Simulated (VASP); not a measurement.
# Ru (P6_3/mmc) in VASP: further runs

Runs on Ru. Level: PBEsol. Tasks: relaxation of cell and atoms.

Program: VASP 6.6.1. These are calculated values, not measurements. Logs are shortened: lines on timing, memory, paths and dates and some standing lists are left out, and cuts for length are marked.

## 1. The cell of the first run

Symmetry: P6_3/mmc, No. 194, hexagonal system. Conventional cell: a = 2.402 Å, b = 2.402 Å, c = 3.891 Å, α = 90.00°, β = 90.00°, γ = 120.00°. Ru (site symmetry -6m2) has 12 Ru at 2.39 to 2.40 Å within 3.2 Å.

## 2. Relaxation of cell and atoms, PBEsol, target pressure 240 GPa, at which the enthalpy is minimised

INCAR reads:

```
SYSTEM = Ru
ALGO = Normal
EDIFF = 1E-6
EDIFFG = -0.005
ENCUT = 600
GGA = PS
IBRION = 2
ISIF = 3
ISMEAR = -1
LASPH = .True.
LCHARG = .False.
LREAL = .False.
LWAVE = .False.
NELM = 100
NSW = 60
PREC = Accurate
PSTRESS = 2400.0
SIGMA = 0.05
```

KPOINTS reads:

```
k-points
0
Gamma
  18 18 10
  0 0 0
```

POSCAR reads:

```
Ru
1.0
    2.4021093289      0.0000000000      0.0000000000
   -1.2010546644      2.0802877015      0.0000000000
    0.0000000000      0.0000000000      3.8914171128
Ru
2
Direct
    0.3333333333      0.6666666667      0.2500000000
    0.6666666667      0.3333333333      0.7500000000
```

Potentials or basis: VASP PAW PBE potentials, release 64 (Ru_pv).

Command:

```bash
$ cat potpaw_PBE.64/Ru_pv/POTCAR > POTCAR
$ mpirun -np 1 vasp_std > vasp.out
```

OUTCAR:

```text
SYSTEM = Ru
   EDIFF = 1E-6
   EDIFFG = -0.005
   ENCUT = 600
   GGA = PS
   IBRION = 2
   ISIF = 3
   ISMEAR = -1
   LASPH = .True.
   LREAL = .False.
   NELM = 100
   NSW = 60
   PREC = Accurate
   PSTRESS = 2400.0

 ion  position               nearest neighbor table
   1  0.333  0.667  0.250-   2 2.39   2 2.39   2 2.39   2 2.39   2 2.39   2 2.39
   2  0.667  0.333  0.750-   1 2.39   1 2.39   1 2.39   1 2.39   1 2.39   1 2.39

  LATTYP: Found a hexagonal cell.
 ALAT       =     2.4021093289
 C/A-ratio  =     1.6200000000

  Lattice vectors:

 A1 = (   2.4021093289,   0.0000000000,   0.0000000000)
 A2 = (  -1.2010546644,   2.0802877015,   0.0000000000)
 A3 = (   0.0000000000,   0.0000000000,   3.8914171128)

Analysis of symmetry for initial positions (statically):
=====================================================================
 Subroutine PRICEL returns:
 Original cell was already a primitive cell.

 Routine SETGRP: Setting up the symmetry group for a
 hexagonal supercell.

 Subroutine GETGRP returns: Found 24 space group operations
 (whereof 12 operations were pure point group operations)
 out of a pool of 24 trial point group operations.

The static configuration has the point symmetry D_3d.
 The point group associated with its full space group is D_6h.

Analysis of symmetry for dynamics (positions and initial velocities):
=====================================================================
 Subroutine PRICEL returns:
 Original cell was already a primitive cell.

 Routine SETGRP: Setting up the symmetry group for a
 hexagonal supercell.

 Subroutine GETGRP returns: Found 24 space group operations
 (whereof 12 operations were pure point group operations)
 out of a pool of 24 trial point group operations.

The dynamic configuration has the point symmetry D_3d.
 The point group associated with its full space group is D_6h.

 Subroutine INISYM returns: Found 24 space group operations
 (whereof 12 operations are pure point group operations),
 and found     1 'primitive' translations

----------------------------------------------------------------------------------------

                                     Primitive cell

  volume of cell :      19.4457

  direct lattice vectors                    reciprocal lattice vectors
     2.402109329  0.000000000  0.000000000     0.416300785  0.240351370  0.000000000
    -1.201054664  2.080287702  0.000000000     0.000000000  0.480702741  0.000000000
     0.000000000  0.000000000  3.891417113     0.000000000  0.000000000  0.256975793

  length of vectors
     2.402109329  2.402109329  3.891417113     0.480702741  0.480702741  0.256975793

  position of ions in fractional coordinates (direct lattice)
     0.333333333  0.666666667  0.250000000
     0.666666667  0.333333333  0.750000000

  ion indices of the primitive-cell ions
   primitive index   ion index
                 1           1
                 2           2

----------------------------------------------------------------------------------------

 KPOINTS: k-points

Automatic generation of k-mesh.
 Grid dimensions read from file:
 generate k-points for:   18   18   10

 Generating k-lattice:

  Cartesian coordinates                     Fractional coordinates (reciprocal lattice)
     0.023127821  0.013352854  0.000000000     0.055555556 -0.000000000  0.000000000
     0.000000000  0.026705708  0.000000000     0.000000000  0.055555556  0.000000000
     0.000000000  0.000000000  0.025697579     0.000000000  0.000000000  0.100000000

  Length of vectors
     0.026705708  0.026705708  0.025697579

  Shift w.r.t. Gamma in fractional coordinates (k-lattice)
     0.000000000  0.000000000  0.000000000

 Subroutine IBZKPT returns following result:
 ===========================================

 Found    222 irreducible k-points:

 Following reciprocal coordinates:
            Coordinates               Weight
  0.000000  0.000000  0.000000      1.000000
  0.055556  0.000000  0.000000      6.000000
  0.111111  0.000000  0.000000      6.000000
  0.166667  0.000000  0.000000      6.000000
  0.222222  0.000000  0.000000      6.000000
  0.277778  0.000000  0.000000      6.000000
[... 16 lines left out ...]
  0.333333  0.111111  0.000000     12.000000
  0.388889  0.111111  0.000000     12.000000
 [... further k-points ...]
   k-points           NKPTS =    222   k-points in BZ     NKDIM =    222   number of bands    NBANDS=     18
   number of dos      NEDOS =    301   number of ions     NIONS =      2
   total plane-waves  NPLWV =  12800
   dimension x,y,z NGX =    20 NGY =   20 NGZ =   32
   dimension x,y,z NGXF=    40 NGYF=   40 NGZF=   64
   ions per type =               2
   NGX,Y,Z   is equivalent  to a cutoff of  13.84, 13.84, 13.67 a.u.
   NGXF,Y,Z  is equivalent  to a cutoff of  27.68, 27.68, 27.34 a.u.
 SYSTEM =  Ru
   PREC   = accura    normal or accurate (medium, high low for compatibility)
   ISTART =      0    job   : 0-new  1-cont  2-samecut
   ICHARG =      2    charge: 1-file 2-atom 10-const
   ISPIN  =      1    spin polarized calculation?
   LNONCOLLINEAR =      F non collinear calculations
   LSORBIT =      F    spin-orbit coupling
   LASPH  =      T    aspherical Exc in radial PAW
   ENCUT  =  600.0 eV  44.10 Ry    6.64 a.u.   4.80  4.80  7.77*2*pi/ulx,y,z
   NELM   =    100;   NELMIN=  2; NELMDL= -5     # of ELM steps
   EDIFF  = 0.1E-05   stopping-criterion for ELM
   LREAL  =      F    real-space projection
   EDIFFG = -.5E-02   stopping-criterion for IOM
   NSW    =     60    number of steps for IOM
   IBRION =      2    ionic relax: 0-MD 1-quasi-New 2-CG
   NFREE  =      1    steps in history (QN), initial steepest desc. (CG)
   ISIF   =      3    stress and relaxation
   ISYM   =      2    0-nonsym 1-usesym 2-fastsym
   POTIM  = 0.5000    time-step for ionic-motion
   TEBEG  =    0.0;   TEEND  =   0.0 temperature during run
   PSTRESS= 2400.0 pullay stress
   NELECT =      28.0000    total number of electrons
   NUPDOWN=      -1.0000    fix difference up-down
   EMIN   =  10.00;   EMAX   =-10.00  energy-range for DOS
   EFERMI =   0.00;   METHOD = LEGACY
   ISMEAR =    -1;   SIGMA  =   0.05  broadening in eV -4-tet -1-fermi 0-gaus
   EFERMI_NEDOS =   21; number of points for ismear=-14 and -15
   IALGO  =     38    algorithm
   IMIX   =      4    mixing-type and parameters
     AMIX     =   0.40;   BMIX     =  1.00
     AMIX_MAG =   1.60;   BMIX_MAG =  1.00
  volume/ion in A,a.u.               =       9.72        65.61
  Fermi-wavevector in a.u.,A,eV,Ry     =   1.848642  3.493427 46.497609  3.417478
  Thomas-Fermi vector in A             =   2.899214
   LORBIT       =      0    0 simple, 1 ext, 2 COOP (PROOUT), +10 PAW based schemes
   GGA     = PS    functional components
   LHFCALC =     F    Hartree Fock is set to
   AEXX    =    0.0000 exact exchange contribution
   IVDW    =     0    specifies the selected vdW correction
   LEPSILON=     F    determine dielectric tensor
   LRPA    =     F    only Hartree local field effects (RPA)
 conjugate gradient relaxation of ions
 non-spin polarized calculation
  energy-cutoff  :      600.00
  volume of cell :       19.45
 maximum number of plane-waves:       668
 NGX is ok and might be reduce to    20
   NGX =  9   NGY =  9   NGZ = 15

--------------------------------------- Ionic step        1  -------------------------------------------

 number of electron      28.0000001 magnetization

 Free energy of the ion-electron system (eV)
  ---------------------------------------------------
  ext. energy  EPLUGINS =         0.00000000
  ---------------------------------------------------
  free energy    TOTEN  =       -16.49394542 eV

  energy without entropy =      -16.48468134  energy(sigma->0) =      -16.48931338

------------------------ aborting loop because EDIFF is reached ----------------------------------------

  FORCE on cell =-STRESS in cart. coord.  units (eV):
  Direction    XX          YY          ZZ          XY          YZ          ZX
  --------------------------------------------------------------------------------------
  -------------------------------------------------------------------------------------
  Total       28.5738082     28.5738082     26.2838265      0.0000000      0.0000000     -0.0000000
  in kB     2354.2617760   2354.2617761   2165.5849171      0.0000001      0.0000000     -0.0000000
  external PRESSURE =    -108.6305103 kB  Pullay stress =    2400.0000000 kB

 VOLUME and BASIS-vectors are now :
 -----------------------------------------------------------------------------
  energy-cutoff  :      600.00
  volume of cell :       19.45
      direct lattice vectors                 reciprocal lattice vectors
     2.402109329  0.000000000  0.000000000     0.416300785  0.240351370  0.000000000
    -1.201054664  2.080287702  0.000000000     0.000000000  0.480702741  0.000000000
     0.000000000  0.000000000  3.891417113     0.000000000  0.000000000  0.256975793
[... 160 lines left out ...]
  FREE ENERGIE OF THE ION-ELECTRON SYSTEM (eV)
  ---------------------------------------------------
  free  energy   TOTEN  =       -16.5112468041 eV

  energy  without entropy=      -16.5023145488  energy(sigma->0) =      -16.50678068

  enthalpy is  TOTEN    =        12.6584042292 eV   P V=       29.1696510333

--------------------------------------- Ionic step        6  -------------------------------------------

 number of electron      28.0000002 magnetization

 Free energy of the ion-electron system (eV)
  ---------------------------------------------------
  ext. energy  EPLUGINS =         0.00000000
  ---------------------------------------------------
  free energy    TOTEN  =       -16.26689490 eV

  energy without entropy =      -16.25813730  energy(sigma->0) =      -16.26251610

 E-fermi :  20.0392     XC(G=0): -16.5007

 val. band max:       20.0257815870   @ k =   0.2222   0.0000   0.4000
 cond. band min:      20.0527744583   @ k =   0.1111   0.0556   0.4000
 fundamental gap:      0.0269928713
 Fermi energy:        20.0391811300

 k-point     1 :       0.0000    0.0000    0.0000
  band No.  band energies     occupation
      1     -25.6011      2.00000
      2     -22.8626      2.00000
      3     -22.8626      2.00000
      4     -22.4169      2.00000
      5     -22.4169      2.00000
      6     -22.3286      2.00000
[... 10 lines left out ...]
     17      21.9281      0.00000
     18      22.1259      0.00000
[... 463 lines left out ...]
 k-point    24 :       0.3889    0.1111    0.0000
  band No.  band energies     occupation
      1     -25.0549      2.00000
      2     -24.5142      2.00000
      3     -24.2147      2.00000
      4     -23.6870      2.00000
      5     -23.1479      2.00000
      6     -22.9438      2.00000
[... 10 lines left out ...]
     17      26.2811      0.00000
     18      30.0970      0.00000

 [... further k-points ...]

------------------------ aborting loop because EDIFF is reached ----------------------------------------

  FORCE on cell =-STRESS in cart. coord.  units (eV):
  Direction    XX          YY          ZZ          XY          YZ          ZX
  --------------------------------------------------------------------------------------
  -------------------------------------------------------------------------------------
  Total       28.8914607     28.8914607     28.8799843      0.0000000      0.0000000      0.0000000
  in kB     2400.4906129   2400.4906129   2399.5370798      0.0000001      0.0000000      0.0000000
  external PRESSURE =       0.1727685 kB  Pullay stress =    2400.0000000 kB

 VOLUME and BASIS-vectors are now :
 -----------------------------------------------------------------------------
  energy-cutoff  :      600.00
  volume of cell :       19.28
      direct lattice vectors                 reciprocal lattice vectors
     2.406538364  0.000000000  0.000000000     0.415534618  0.239909024 -0.000000000
    -1.203269182  2.084123359  0.000000000    -0.000000000  0.479818047 -0.000000000
     0.000000000  0.000000000  3.844712411    -0.000000000 -0.000000000  0.260097478

 POSITION                                       TOTAL-FORCE (eV/Angst)
 -----------------------------------------------------------------------------------
     -0.00000      1.38942      0.96118        -0.000000     -0.000000      0.000000
      1.20327      0.69471      2.88353         0.000000      0.000000      0.000000
 -----------------------------------------------------------------------------------
    total drift:                               -0.000000      0.000000     -0.000000

  FREE ENERGIE OF THE ION-ELECTRON SYSTEM (eV)
  ---------------------------------------------------
  free  energy   TOTEN  =       -16.2668948973 eV

  energy  without entropy=      -16.2581373037  energy(sigma->0) =      -16.26251610

  enthalpy is  TOTEN    =        12.6186609798 eV   P V=       28.8855558770

 reached required accuracy - stopping structural energy minimisation
```

It took 6.4 min on 1 thread of Intel Xeon 6975P-C, shared host; peak memory 0.21 GiB.

What came out:

- Free energy: -16.2669 eV
- Relaxed volume: 9.64 Å³/atom
- Relaxed cell: a = 2.407 Å, b = 2.407 Å, c = 3.845 Å, α = 90.00°, β = 90.00°, γ = 120.00°
- Space group after relaxing (to 0.05 Å): P6_3/mmc (No. 194)
- Energy change on relaxing (the enthalpy is what falls): +113.5 meV/atom
- Ionic steps: 6
- Pressure after relaxing: 240.0 GPa
- Band gap on the k mesh: zero (band 14 reaches 22.66 eV, above the bottom of band 15 at 17.29 eV)

Step by step:
```
step  energy change (eV)  largest force (eV/Å)  pressure (GPa)  volume (Å³)
   1              0.0000                0.0000          229.14        19.45
   2              3.4899                0.0000          378.22        17.63
   3              0.2917                0.0000          242.53        19.24
   4              0.3170                0.0000          243.76        19.23
   5             -0.0173                0.0000          228.75        19.47
   6              0.2271                0.0000          240.02        19.28
```

Final structure:
```
Ru
1.0
     2.40654    0.00000    0.00000
    -1.20327    2.08412    0.00000
     0.00000    0.00000    3.84471
Ru
2
Direct
  0.33333 0.66667 0.25000
  0.66667 0.33333 0.75000
```

Levels at points of the mesh, in eV from the Fermi level:
```csv
k point,band 10,band 11,band 12,band 13,band 14,band 15,band 16,band 17,band 18
"(0.00, 0.00, 0.00)",-4.38,-4.20,-3.23,-3.23,-2.22,-2.22,1.89,1.89,2.09
"(0.50, 0.00, 0.00)",-4.94,-3.22,-2.36,-2.10,2.62,3.32,3.32,6.64,9.35
"(0.00, 0.00, 0.50)",-4.58,-4.58,-4.58,-3.74,-3.74,0.96,0.96,0.96,0.96
"(0.50, 0.00, 0.50)",-7.51,-1.76,-1.76,0.92,0.92,3.03,3.03,5.36,5.36
```

Caveat: the cell is relaxed towards a set pressure, so the enthalpy falls and the energy may rise; the PAW data sets were made with another functional, which shifts forces and pressure a little.

## 3. Relaxation of cell and atoms, PBEsol, target pressure 240 GPa, at which the enthalpy is minimised

This run uses another cell than the first one, of 9.62 Å³/atom, 0.989 times its volume.

INCAR reads:

```
  PREC = Accurate
  ENCUT = 600
  EDIFF = 1E-6
  ISMEAR = -1
  SIGMA = 0.05
  LREAL = F
  LASPH = T
  NELM = 60
  ALGO = Normal
  ISIF = 3
  LWAVE = F
  LCHARG = F
  GGA = PS
  IBRION = 2
  NSW = 32
  EDIFFG = -0.005
  PSTRESS = 2400.0
```

KPOINTS reads:

```
Automatic mesh
0
Gamma
  18 18 10
```

POSCAR reads:

```
Ru
1.0
    2.4046915201      0.0000000000      0.0000000000
   -1.2023457600      2.0825239447      0.0000000000
    0.0000000000      0.0000000000      3.8410818079
Ru
2
Direct
    0.3333333333      0.6666666667      0.2500000000
    0.6666666667      0.3333333333      0.7500000000
```

Potentials or basis: VASP PAW PBE potentials, release 64 (Ru_pv).

Command:

```bash
$ cat potpaw_PBE.64/Ru_pv/POTCAR > POTCAR
$ mpirun -np 1 vasp_std > vasp.out
```

Run time: 2 min. Hardware: 1 thread of Intel Xeon 6975P-C, shared host; peak memory 0.21 GiB.

The run converged. Its results:

```
Free energy                                            : -16.2685 eV
Relaxed volume                                         : 9.64 Å³/atom
Relaxed cell                                           : a = 2.407 Å, b = 2.407 Å, c = 3.844 Å, α = 90.00°, β = 90.00°, γ = 120.00°
Space group after relaxing (to 0.05 Å)                 : P6_3/mmc (No. 194)
Energy change on relaxing (the enthalpy is what falls) : -37.0 meV/atom
Ionic steps                                            : 3
Pressure after relaxing                                : 239.9 GPa
Band gap on the k mesh                                 : zero (band 14 reaches 22.65 eV, above the bottom of band 15 at 17.29 eV)
```

The path:
```csv
step,energy change (eV),largest force (eV/Å),pressure (GPa),volume (Å³)
1,0.0000,0.0000,243.25,19.24
2,-0.7716,0.0000,208.42,19.78
3,-0.0739,0.0000,239.93,19.28
```

Final structure:
```yaml
crystal:
  lattice:
    - [2.40669, 0.00000, 0.00000]
    - [-1.20334, 2.08425, 0.00000]
    - [0.00000, 0.00000, 3.84449]
  atoms:
    - { symbol: Ru, position: [0.33333, 0.66667, 0.25000] }
    - { symbol: Ru, position: [0.66667, 0.33333, 0.75000] }
```

Levels at points of the mesh, in eV from the Fermi level:
| k point | band 11 | band 12 | band 13 | band 14 | band 15 | band 16 | band 17 | band 18 |
| --- | --- | --- | --- | --- | --- | --- | --- | --- |
| (0.00, 0.00, 0.00) | -4.20 | -3.23 | -3.23 | -2.22 | -2.22 | 1.89 | 1.89 | 2.09 |
| (0.50, 0.00, 0.00) | -3.22 | -2.36 | -2.10 | 2.62 | 3.32 | 3.32 | 6.64 | 9.35 |
| (0.00, 0.00, 0.50) | -4.58 | -4.58 | -3.74 | -3.74 | 0.96 | 0.96 | 0.96 | 0.96 |
| (0.50, 0.00, 0.50) | -1.76 | -1.76 | 0.92 | 0.92 | 3.03 | 3.03 | 5.36 | 5.36 |

Caveat: the cell is relaxed towards a set pressure, so the enthalpy falls and the energy may rise; the PAW data sets were made with another functional, which shifts forces and pressure a little.
